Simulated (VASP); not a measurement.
The system is W.

```
CELL_PARAMETERS angstrom
-1.60317 1.60317 1.60317
1.60317 -1.60317 1.60317
1.60317 1.60317 -1.60317
ATOMIC_POSITIONS crystal
W 0.00000 0.00000 0.00000
```

Base run:

| Item | Value |
| --- | --- |
| Program | VASP 6.6.1 |
| Functional | PBEsol |
| Dispersion | D3(BJ) |
| Potentials or basis | VASP PAW PBE potentials, release 64 (W_sv) |
| Cutoff | 520 eV |
| k mesh | 12 × 12 × 12 |
| Occupations | fermi-dirac, width 0.05 eV |
| Spin | no spin polarisation |

Its results: band gap on the k mesh zero (band 7 reaches 15.61 eV, above the bottom of band 8 at 9.55 eV); pressure -20.6 GPa.

Task: The run is repeated on the same cell with these changes: functional from PBEsol to revPBE; further incar settings from ALGO = Fast; EDIFF = 1e-06; NBANDS = 13 to ALGO = Normal; EDIFF = 1e-07; NBANDS = 13. What comes out?

Result: Band gap on the k mesh zero (band 7 reaches 15.83 eV, above the bottom of band 8 at 9.78 eV); pressure -15.0 GPa.

Caveats: the PAW data sets were made with another functional, which shifts forces and pressure a little; spin-orbit coupling is left out, which moves the levels of the heavy elements; pairwise dispersion overbinds metals, which lowers pressure and volume.
